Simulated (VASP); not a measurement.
# Sr (Pm-3m) in VASP: further runs

The runs below take Sr through single point, with r2SCAN.

Everything below comes from runs of VASP 6.6.1. Logs are shortened: lines on timing, memory, paths and dates and some standing lists are left out, and cuts for length are marked.

## 1. The cell of the first run

It takes space group Pm-3m (No. 221, cubic). Conventional cell: a = 3.923 Å, b = 3.923 Å, c = 3.923 Å, α = 90.00°, β = 90.00°, γ = 90.00°. Sr (site symmetry m-3m) has 6 Sr at 3.92 Å within 5.1 Å.

## 2. Single point, r2SCAN (volume scaled by 1.08)

The input, POSCAR:

```
Sr
1.0
    3.9225051810      0.0000000000      0.0000000000
    0.0000000000      3.9225051810      0.0000000000
    0.0000000000      0.0000000000      3.9225051810
Sr
1
Direct
    0.0000000000      0.0000000000      0.0000000000
```

The input, INCAR.step1:

```
SYSTEM = Sr
  PREC = Accurate
  ENCUT = 520
  ISMEAR = -1
  SIGMA = 0.1
  LREAL = .FALSE.
  LASPH = .TRUE.
  NELM = 60
  NBANDS = 11
  GGA = PE
  ALGO = Normal
  EDIFF = 1E-4
  LWAVE = .TRUE.
  LCHARG = .FALSE.
```

The input, INCAR.step2:

```
SYSTEM = Sr
  PREC = Accurate
  ENCUT = 520
  EDIFF = 1E-6
  ISMEAR = -1
  SIGMA = 0.1
  LREAL = .FALSE.
  LASPH = .TRUE.
  NELM = 60
  ALGO = Normal
  ISIF = 2
  LWAVE = .FALSE.
  LCHARG = .FALSE.
  METAGGA = R2SCAN
  LMIXTAU = .TRUE.
  NBANDS = 11
  ISTART = 1
```

The input, KPOINTS:

```
regular mesh
0
G
  9 9 9
  0 0 0
```

Potentials or basis: VASP PAW PBE potentials, release 64 (Sr_sv).

Started as:

```sh
> cat potpaw_PBE.64/Sr_sv/POTCAR > POTCAR
> cp INCAR.step1 INCAR
> mpirun -np 1 vasp_std > vasp.out
> cp INCAR.step2 INCAR
> mpirun -np 1 vasp_std > vasp.out
```

OUTCAR:

```text
SYSTEM = Sr
   PREC = Accurate
   ENCUT = 520
   EDIFF = 1E-6
   ISMEAR = -1
   LREAL = .FALSE.
   LASPH = .TRUE.
   NELM = 60
   ISIF = 2
   METAGGA = R2SCAN
   ISTART = 1

 ion  position               nearest neighbor table
   1  0.000  0.000  0.000-

  LATTYP: Found a simple cubic cell.
 ALAT       =     3.9225051810

  Lattice vectors:

 A1 = (   3.9225051810,   0.0000000000,   0.0000000000)
 A2 = (   0.0000000000,   3.9225051810,   0.0000000000)
 A3 = (   0.0000000000,   0.0000000000,   3.9225051810)

Analysis of symmetry for initial positions (statically):
=====================================================================
 Subroutine PRICEL returns:
 Original cell was already a primitive cell.

 Routine SETGRP: Setting up the symmetry group for a
 simple cubic supercell.

 Subroutine GETGRP returns: Found 48 space group operations
 (whereof 48 operations were pure point group operations)
 out of a pool of 48 trial point group operations.

The static configuration has the point symmetry O_h .

Analysis of symmetry for dynamics (positions and initial velocities):
=====================================================================
 Subroutine PRICEL returns:
 Original cell was already a primitive cell.

 Routine SETGRP: Setting up the symmetry group for a
 simple cubic supercell.

 Subroutine GETGRP returns: Found 48 space group operations
 (whereof 48 operations were pure point group operations)
 out of a pool of 48 trial point group operations.

The dynamic configuration has the point symmetry O_h .

 Subroutine INISYM returns: Found 48 space group operations
 (whereof 48 operations are pure point group operations),
 and found     1 'primitive' translations

----------------------------------------------------------------------------------------

                                     Primitive cell

  volume of cell :      60.3518

  direct lattice vectors                    reciprocal lattice vectors
     3.922505181  0.000000000  0.000000000     0.254939115  0.000000000  0.000000000
     0.000000000  3.922505181  0.000000000     0.000000000  0.254939115  0.000000000
     0.000000000  0.000000000  3.922505181     0.000000000  0.000000000  0.254939115

  length of vectors
     3.922505181  3.922505181  3.922505181     0.254939115  0.254939115  0.254939115

  position of ions in fractional coordinates (direct lattice)
     0.000000000  0.000000000  0.000000000

  ion indices of the primitive-cell ions
   primitive index   ion index
                 1           1

----------------------------------------------------------------------------------------

 KPOINTS: regular mesh

Automatic generation of k-mesh.
 Grid dimensions read from file:
 generate k-points for:    9    9    9

 Generating k-lattice:

  Cartesian coordinates                     Fractional coordinates (reciprocal lattice)
     0.028326568  0.000000000  0.000000000     0.111111111  0.000000000  0.000000000
     0.000000000  0.028326568  0.000000000     0.000000000  0.111111111  0.000000000
     0.000000000  0.000000000  0.028326568     0.000000000  0.000000000  0.111111111

  Length of vectors
     0.028326568  0.028326568  0.028326568

  Shift w.r.t. Gamma in fractional coordinates (k-lattice)
     0.000000000  0.000000000  0.000000000

 Subroutine IBZKPT returns following result:
 ===========================================

 Found     35 irreducible k-points:

 Following reciprocal coordinates:
            Coordinates               Weight
  0.000000  0.000000  0.000000      1.000000
  0.111111  0.000000  0.000000      6.000000
  0.222222  0.000000  0.000000      6.000000
  0.333333  0.000000  0.000000      6.000000
  0.444444  0.000000  0.000000      6.000000
  0.111111  0.111111  0.000000     12.000000
[... 16 lines left out ...]
  0.333333  0.333333  0.111111     24.000000
  0.444444  0.333333  0.111111     48.000000
 [... further k-points ...]
   k-points           NKPTS =     35   k-points in BZ     NKDIM =     35   number of bands    NBANDS=     11
   number of dos      NEDOS =    301   number of ions     NIONS =      1
   total plane-waves  NPLWV =  27000
   dimension x,y,z NGX =    30 NGY =   30 NGZ =   30
   dimension x,y,z NGXF=    60 NGYF=   60 NGZF=   60
   ions per type =               1
   NGX,Y,Z   is equivalent  to a cutoff of  12.71, 12.71, 12.71 a.u.
   NGXF,Y,Z  is equivalent  to a cutoff of  25.43, 25.43, 25.43 a.u.
 SYSTEM =  Sr
   PREC   = accura    normal or accurate (medium, high low for compatibility)
   ISTART =      1    job   : 0-new  1-cont  2-samecut
   ICHARG =      0    charge: 1-file 2-atom 10-const
   ISPIN  =      1    spin polarized calculation?
   LNONCOLLINEAR =      F non collinear calculations
   LSORBIT =      F    spin-orbit coupling
   LASPH  =      T    aspherical Exc in radial PAW
   ENCUT  =  520.0 eV  38.22 Ry    6.18 a.u.   7.29  7.29  7.29*2*pi/ulx,y,z
   NELM   =     60;   NELMIN=  2; NELMDL=  0     # of ELM steps
   EDIFF  = 0.1E-05   stopping-criterion for ELM
   LREAL  =      F    real-space projection
   EDIFFG = 0.1E-04   stopping-criterion for IOM
   NSW    =      0    number of steps for IOM
   IBRION =     -1    ionic relax: 0-MD 1-quasi-New 2-CG
   NFREE  =      0    steps in history (QN), initial steepest desc. (CG)
   ISIF   =      2    stress and relaxation
   ISYM   =      2    0-nonsym 1-usesym 2-fastsym
   POTIM  = 0.5000    time-step for ionic-motion
   TEBEG  =    0.0;   TEEND  =   0.0 temperature during run
   PSTRESS=    0.0 pullay stress
   NELECT =      10.0000    total number of electrons
   NUPDOWN=      -1.0000    fix difference up-down
   EMIN   =  10.00;   EMAX   =-10.00  energy-range for DOS
   EFERMI =   0.00;   METHOD = LEGACY
   ISMEAR =    -1;   SIGMA  =   0.10  broadening in eV -4-tet -1-fermi 0-gaus
   EFERMI_NEDOS =   21; number of points for ismear=-14 and -15
   IALGO  =     38    algorithm
   IMIX   =      4    mixing-type and parameters
     AMIX     =   0.40;   BMIX     =  1.00
     AMIX_MAG =   1.60;   BMIX_MAG =  1.00
  volume/ion in A,a.u.               =      60.35       407.27
  Fermi-wavevector in a.u.,A,eV,Ry     =   0.899176  1.699196 11.000545  0.808517
  Thomas-Fermi vector in A             =   2.021977
   LORBIT       =      0    0 simple, 1 ext, 2 COOP (PROOUT), +10 PAW based schemes
   METAGGA = R2SCAN    functional components
   LHFCALC =     F    Hartree Fock is set to
   AEXX    =    0.0000 exact exchange contribution
   IVDW    =     0    specifies the selected vdW correction
   LEPSILON=     F    determine dielectric tensor
   LRPA    =     F    only Hartree local field effects (RPA)
 non-spin polarized calculation
  energy-cutoff  :      520.00
  volume of cell :       60.35
 maximum number of plane-waves:      1647
 NGX is ok and might be reduce to    30
   NGX = 15   NGY = 15   NGZ = 15

 number of electron      10.0000000 magnetization

 Free energy of the ion-electron system (eV)
  ---------------------------------------------------
  ext. energy  EPLUGINS =         0.00000000
  ---------------------------------------------------
  free energy    TOTEN  =       -14.72997685 eV

  energy without entropy =      -14.69050122  energy(sigma->0) =      -14.71023903

 E-fermi :   1.1945     XC(G=0):  -7.4635

 val. band max:        1.1395677279   @ k =   0.4444   0.1111   0.1111
 cond. band min:       1.2152629597   @ k =   0.4444   0.2222   0.0000
 fundamental gap:      0.0756952318
 Fermi energy:         1.1944818066

 k-point     1 :       0.0000    0.0000    0.0000
  band No.  band energies     occupation
      1     -37.2162      2.00000
      2     -18.4597      2.00000
      3     -18.4597      2.00000
      4     -18.4597      2.00000
      5      -2.3110      2.00000
      6       2.1604      0.00013
      7       2.1604      0.00013
      8       6.2888      0.00000
      9       6.2888      0.00000
     10       6.2888      0.00000
     11       8.7283      0.00000

 k-point     2 :       0.1111    0.0000    0.0000
  band No.  band energies     occupation
      1     -37.2145      2.00000
      2     -18.4874      2.00000
      3     -18.4573      2.00000
      4     -18.4573      2.00000
      5      -2.1500      2.00000
      6       2.2098      0.00008
      7       2.2207      0.00007
      8       5.9323      0.00000
      9       5.9323      0.00000
     10       6.3094      0.00000
     11       7.9934      0.00000

 k-point     3 :       0.2222    0.0000    0.0000
  band No.  band energies     occupation
      1     -37.2102      2.00000
      2     -18.5568      2.00000
      3     -18.4512      2.00000
      4     -18.4512      2.00000
      5      -1.6895      2.00000
      6       2.2063      0.00008
      7       2.3833      0.00001
      8       5.3060      0.00000
      9       5.3060      0.00000
     10       6.3626      0.00000
     11       7.0797      0.00000

 k-point     4 :       0.3333    0.0000    0.0000
  band No.  band energies     occupation
      1     -37.2054      2.00000
      2     -18.6343      2.00000
      3     -18.4443      2.00000
      4     -18.4443      2.00000
      5      -0.9906      2.00000
      6       1.8084      0.00431
      7       2.5893      0.00000
      8       4.7934      0.00000
      9       4.7934      0.00000
     10       6.4247      0.00000
     11       6.9255      0.00000
[... 239 lines left out ...]
 k-point    22 :       0.4444    0.2222    0.1111
  band No.  band energies     occupation
      1     -37.1948      2.00000
      2     -18.6679      2.00000
      3     -18.5298      2.00000
      4     -18.4577      2.00000
      5       0.4725      1.99854
      6       1.3279      0.41683
      7       3.1690      0.00000
      8       3.6515      0.00000
      9       4.8624      0.00000
     10       5.3419      0.00000
     11       7.5243      0.00000

 k-point    23 :       0.3333    0.3333    0.1111
  band No.  band energies     occupation
      1     -37.1932      2.00000
      2     -18.6121      2.00000
      3     -18.6074      2.00000
      4     -18.4553      2.00000
      5       0.2266      1.99987
      6       2.0845      0.00027
      7       2.9747      0.00000
      8       3.7935      0.00000
      9       4.7506      0.00000
     10       5.0188      0.00000
     11       7.8191      0.00000

 k-point    24 :       0.4444    0.3333    0.1111
  band No.  band energies     occupation
      1     -37.1900      2.00000
      2     -18.6576      2.00000
      3     -18.6034      2.00000
      4     -18.4507      2.00000
      5       0.7537      1.97594
      6       1.7262      0.00976
      7       3.1696      0.00000
      8       3.5395      0.00000
      9       4.9639      0.00000
     10       5.0683      0.00000
     11       7.5126      0.00000

 [... further k-points ...]
[... 5 lines left out ...]
  --------------------------------------------------------------------------------------
  -------------------------------------------------------------------------------------
  Total       -0.1909827     -0.1909827     -0.1909827      0.0000000      0.0000000     -0.0000000
  in kB       -5.0700719     -5.0700719     -5.0700719      0.0000000      0.0000000     -0.0000000
  external PRESSURE =      -5.0700719 kB  Pullay stress =       0.0000000 kB

 VOLUME and BASIS-vectors are now :
 -----------------------------------------------------------------------------
  energy-cutoff  :      520.00
  volume of cell :       60.35
      direct lattice vectors                 reciprocal lattice vectors
     3.922505181  0.000000000  0.000000000     0.254939115  0.000000000  0.000000000
     0.000000000  3.922505181  0.000000000     0.000000000  0.254939115  0.000000000
     0.000000000  0.000000000  3.922505181     0.000000000  0.000000000  0.254939115

 POSITION                                       TOTAL-FORCE (eV/Angst)
 -----------------------------------------------------------------------------------
      0.00000      0.00000      0.00000         0.000000      0.000000      0.000000
 -----------------------------------------------------------------------------------
    total drift:                               -0.000000      0.000000     -0.000000

  FREE ENERGIE OF THE ION-ELECTRON SYSTEM (eV)
  ---------------------------------------------------
  free  energy   TOTEN  =       -14.7299768459 eV

  energy  without entropy=      -14.6905012237  energy(sigma->0) =      -14.71023903
```

It took 3.1 min on 1 thread of AMD EPYC 7R13, shared host; peak memory 0.15 GiB.

What came out:

```
Free energy            : -14.7300 eV
Pressure               : -0.5 GPa
Band gap on the k mesh : zero (band 5 reaches 1.73 eV, above the bottom of band 6 at 1.05 eV)
```

Levels at points of the mesh, in eV from the Fermi level:
| k point | band 3 | band 4 | band 5 | band 6 | band 7 | band 8 |
| --- | --- | --- | --- | --- | --- | --- |
| (0.00, 0.00, 0.00) | -19.65 | -19.65 | -3.51 | 0.97 | 0.97 | 5.09 |

Caveat: the cell differs from its parent crystal (volume scaled by 1.08); the PAW data sets were made with another functional, which shifts forces and pressure a little.

## 3. Single point, r2SCAN

This run uses another cell than the first one, of 55.88 Å³/atom, 0.926 times its volume.

The input, POSCAR:

```
Sr
1.0
    3.8231582425      0.0000000000      0.0000000000
    0.0000000000      3.8231582425      0.0000000000
    0.0000000000      0.0000000000      3.8231582425
Sr
1
Direct
    0.0000000000      0.0000000000      0.0000000000
```

The input, INCAR.step1:

```
  ALGO = Normal
  EDIFF = 1E-4
  ENCUT = 520
  GGA = PE
  ISMEAR = -1
  LASPH = True
  LCHARG = False
  LREAL = False
  LWAVE = True
  NBANDS = 11
  NELM = 100
  PREC = Accurate
  SIGMA = 0.1
```

The input, INCAR.step2:

```
  ALGO = Normal
  EDIFF = 1E-6
  ENCUT = 520
  ISIF = 2
  ISMEAR = -1
  ISTART = 1
  LASPH = True
  LCHARG = False
  LMIXTAU = True
  LREAL = False
  LWAVE = False
  METAGGA = R2SCAN
  NBANDS = 11
  NELM = 100
  PREC = Accurate
  SIGMA = 0.1
```

The input, KPOINTS:

```
k-points
0
Gamma
  14 14 14
```

Potentials or basis: VASP PAW PBE potentials, release 64 (Sr_sv).

Started as:

```sh
> cat potpaw_PBE.64/Sr_sv/POTCAR > POTCAR
> cp INCAR.step1 INCAR
> mpirun -np 1 vasp_std > vasp.out
> cp INCAR.step2 INCAR
> mpirun -np 1 vasp_std > vasp.out
```

It took 7.4 min on 1 thread of AMD EPYC 7R13, shared host; peak memory 0.19 GiB.

The run converged. Its results:

```yaml
Free_energy: -14.7413 eV
Pressure: 0.0 GPa
Band_gap_on_the_k_mesh: zero (band 5 reaches 2.04 eV, above the bottom of band 6 at 1.06 eV)
```

Levels at points of the mesh, in eV from the Fermi level:
```csv
k point,band 1,band 2,band 3,band 4,band 5,band 6,band 7,band 8,band 9,band 10
"(0.00, 0.00, 0.00)",-38.30,-19.52,-19.52,-19.52,-3.59,0.94,0.94,5.38,5.38,5.38
"(0.50, 0.00, 0.00)",-38.28,-19.82,-19.49,-19.49,-1.10,-0.32,1.59,3.41,3.41,5.58
"(0.50, 0.50, 0.00)",-38.26,-19.78,-19.78,-19.47,-0.56,1.08,2.46,2.46,3.89,3.89
"(0.50, 0.50, 0.50)",-38.24,-19.74,-19.74,-19.74,0.59,0.59,0.59,4.73,5.75,5.75
```

Caveat: the PAW data sets were made with another functional, which shifts forces and pressure a little.
